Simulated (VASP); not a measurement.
# Rb in VASP: single point with LDA

Aim: the single point of Rb with LDA.

All numbers are computed with VASP 6.6.1; they aren't measurements. Logs are shortened: lines on timing, memory, paths and dates and some standing lists are left out, and cuts for length are marked.

### Step 1. The cell of the first run

The cell holds a slab with vacuum, 6 atoms: a = 5.118 Å, b = 8.448 Å, c = 27.230 Å, α = 90.00°, β = 90.00°, γ = 90.00°.

### Step 2. Single point, LDA

The input, INCAR:

```
PREC = Accurate
ENCUT = 400
EDIFF = 1E-6
ISMEAR = 0
SIGMA = 0.1
LREAL = False
LASPH = True
NELM = 120
ALGO = Normal
ISIF = 2
LWAVE = False
LCHARG = False
LDIPOL = True
IDIPOL = 3
DIPOL = 0.5 0.5 0.490
NBANDS = 36
GGA_COMPAT = False
NELMDL = -8
```

The input, KPOINTS:

```
regular mesh
0
Gamma
  5 3 1
```

The input, POSCAR:

```
Rb
1.0
    5.1183850500      0.0000000000      0.0000000000
    0.0000000000      8.4480028000      0.0000000000
    0.0000000000      0.0000000000     27.2296128169
Rb
6
Direct
    0.2664343400      0.2500000000      0.3121601492
    0.7499223600      0.7500000000      0.3640586305
    0.7746126900      0.2500000000      0.4740507594
    0.2643024923      0.7500000000      0.5103224125
    0.2713812447      0.2500000000      0.6235385846
    0.7683204446      0.7500000000      0.6544877225
```

Potentials or basis: VASP PAW LDA potentials, release 64 (Rb_sv).

Launch:

```
cat potpaw_LDA.64/Rb_sv/POTCAR > POTCAR
mpirun -np 1 vasp_std > vasp.out
```

OUTCAR:

```text
PREC = Accurate
   ENCUT = 400
   EDIFF = 1E-6
   ISMEAR = 0
   LREAL = False
   LASPH = True
   NELM = 120
   ISIF = 2
   NELMDL = -8

 ion  position               nearest neighbor table
   1  0.266  0.250  0.312-   3 5.08   2 5.10   2 5.10   3 5.12   2 5.18   2 5.18
   2  0.750  0.750  0.364-   4 4.69   4 4.77   1 5.10   1 5.10   1 5.18   1 5.18   3 5.18   3 5.18

   3  0.775  0.250  0.474-   5 4.80   5 4.82   4 5.01   4 5.01   4 5.06   4 5.06   1 5.08   1 5.12
                             2 5.18   2 5.18
   4  0.264  0.750  0.510-   6 4.67   2 4.69   6 4.70   2 4.77   3 5.01   3 5.01   3 5.06   3 5.06
                             5 5.23   5 5.23
   5  0.271  0.250  0.624-   3 4.80   3 4.82   6 5.00   6 5.00   6 5.02   6 5.02   4 5.23   4 5.23

   6  0.768  0.750  0.654-   4 4.67   4 4.70   5 5.00   5 5.00   5 5.02   5 5.02

  LATTYP: Found a simple orthorhombic cell.
 ALAT       =     5.1183850500
 B/A-ratio  =     1.6505211541
 C/A-ratio  =     5.3199617752

  Lattice vectors:

 A1 = (   5.1183850500,   0.0000000000,   0.0000000000)
 A2 = (   0.0000000000,   8.4480028000,   0.0000000000)
 A3 = (   0.0000000000,   0.0000000000,  27.2296128169)

Analysis of symmetry for initial positions (statically):
=====================================================================
 Subroutine PRICEL returns:
 Original cell was already a primitive cell.

 Routine SETGRP: Setting up the symmetry group for a
 simple orthorhombic supercell.

 Subroutine GETGRP returns: Found  2 space group operations
 (whereof  1 operations were pure point group operations)
 out of a pool of  8 trial point group operations.

The static configuration has the point symmetry C_1 .
 The point group associated with its full space group is C_1h.

Analysis of symmetry for dynamics (positions and initial velocities):
=====================================================================
 Subroutine PRICEL returns:
 Original cell was already a primitive cell.

 Routine SETGRP: Setting up the symmetry group for a
 simple orthorhombic supercell.

 Subroutine GETGRP returns: Found  2 space group operations
 (whereof  1 operations were pure point group operations)
 out of a pool of  8 trial point group operations.

The dynamic configuration has the point symmetry C_1 .
 The point group associated with its full space group is C_1h.

 Subroutine INISYM returns: Found  2 space group operations
 (whereof  1 operations are pure point group operations),
 and found     1 'primitive' translations

----------------------------------------------------------------------------------------

                                     Primitive cell

  volume of cell :    1177.4120

[... 91 lines left out ...]
   EFERMI =   0.00;   METHOD = LEGACY
   ISMEAR =     0;   SIGMA  =   0.10  broadening in eV -4-tet -1-fermi 0-gaus
   EFERMI_NEDOS =   21; number of points for ismear=-14 and -15
   IALGO  =     38    algorithm
   IMIX   =      4    mixing-type and parameters
     AMIX     =   0.40;   BMIX     =  1.00
     AMIX_MAG =   1.60;   BMIX_MAG =  1.00
  volume/ion in A,a.u.               =     196.24      1324.26
  Fermi-wavevector in a.u.,A,eV,Ry     =   0.585999  1.107377  4.672164  0.343394
  Thomas-Fermi vector in A             =   1.632308
   LORBIT       =      0    0 simple, 1 ext, 2 COOP (PROOUT), +10 PAW based schemes
   GGA     = CA    functional components
   LHFCALC =     F    Hartree Fock is set to
   AEXX    =    0.0000 exact exchange contribution
   IVDW    =     0    specifies the selected vdW correction
   LEPSILON=     F    determine dielectric tensor
   LRPA    =     F    only Hartree local field effects (RPA)
 non-spin polarized calculation
 Gauss-broadening in eV      SIGMA  =   0.10
  energy-cutoff  :      400.00
  volume of cell :     1177.41
 maximum number of plane-waves:     21440
 NGX is ok and might be reduce to    36
   NGX = 17   NGY = 27   NGZ = 89

 dipolmoment           0.000000      0.000000     -0.059926 electrons x Angstroem

 number of electron      54.0000000 magnetization

 dipolmoment           0.000000      0.000000      0.003295 electrons x Angstroem

 Free energy of the ion-electron system (eV)
  ---------------------------------------------------
  ext. energy  EPLUGINS =         0.00000000
  ---------------------------------------------------
  free energy    TOTEN  =        -5.74925555 eV

  energy without entropy =       -5.71438032  energy(sigma->0) =       -5.73181794

 E-fermi :  -1.3594     XC(G=0):  -3.1023

 val. band max:       -1.3849154382   @ k =   0.4000   0.3333   0.0000
 cond. band min:      -1.2713698294   @ k =   0.2000   0.3333   0.0000
 fundamental gap:      0.1135456088
 Fermi energy:        -1.3593511782

 k-point     1 :       0.0000    0.0000    0.0000
  band No.  band energies     occupation
      1     -30.3078      2.00000
      2     -30.2817      2.00000
      3     -30.2561      2.00000
      4     -30.2401      2.00000
      5     -30.1660      2.00000
      6     -30.1533      2.00000
[... 223 lines left out ...]
     35       0.1767      0.00000
     36       0.3076      0.00000

------------------------ aborting loop because EDIFF is reached ----------------------------------------

 vacuum level on the upper side and lower side of the slab       (xc-potential included)        -0.123        -0.139

  FORCE on cell =-STRESS in cart. coord.  units (eV):
  Direction    XX          YY          ZZ          XY          YZ          ZX
  --------------------------------------------------------------------------------------
  -------------------------------------------------------------------------------------
  Total       -1.6064889     -2.0215274     -0.3056877      0.0000000      0.0000000     -0.0106600
  in kB       -2.1860488     -2.7508173     -0.4159681      0.0000000      0.0000000     -0.0145057
  external PRESSURE =      -1.7842781 kB  Pullay stress =       0.0000000 kB

 VOLUME and BASIS-vectors are now :
 -----------------------------------------------------------------------------
  energy-cutoff  :      400.00
  volume of cell :     1177.41
      direct lattice vectors                 reciprocal lattice vectors
     5.118385050  0.000000000  0.000000000     0.195374125  0.000000000  0.000000000
     0.000000000  8.448002800  0.000000000     0.000000000  0.118371173  0.000000000
     0.000000000  0.000000000 27.229612817     0.000000000  0.000000000  0.036724723

 POSITION                                       TOTAL-FORCE (eV/Angst)
 -----------------------------------------------------------------------------------
      1.36371      2.11200      8.50000        -0.003953      0.000000      0.086910
      3.83839      6.33600      9.91318         0.009111      0.000000     -0.033078
      3.96477      2.11200     12.90822        -0.004958      0.000000     -0.054120
      1.35280      6.33600     13.89588        -0.000065      0.000000      0.000141
      1.38903      2.11200     16.97871         0.000059      0.000000      0.000012
      3.93256      6.33600     17.82145        -0.000195      0.000000      0.000135
 -----------------------------------------------------------------------------------
    total drift:                               -0.000009     -0.000000      0.000064

  FREE ENERGIE OF THE ION-ELECTRON SYSTEM (eV)
  ---------------------------------------------------
  free  energy   TOTEN  =        -5.7492555505 eV

  energy  without entropy=       -5.7143803247  energy(sigma->0) =       -5.73181794

 vacuum level on the upper side and lower side of the slab         0.972         0.955
```

Run time: 9.3 min. Hardware: 1 thread of Intel Xeon 8259CL, shared host; peak memory 0.56 GiB.

Results:

```
Free energy            : -5.7493 eV
Largest force          : 0.087 eV/Å
Band gap on the k mesh : zero (bands 27 and 28 overlap by 0.70 eV)
```

Forces on the atoms (eV/Å):
```
Rb  -0.004  0.000  0.087
Rb   0.009  0.000 -0.033
Rb  -0.005  0.000 -0.054
Rb   0.000  0.000  0.000
Rb   0.000  0.000  0.000
Rb   0.000  0.000  0.000
```

The gap in the log of VASP goes by the Fermi energy; the results here count the filled bands.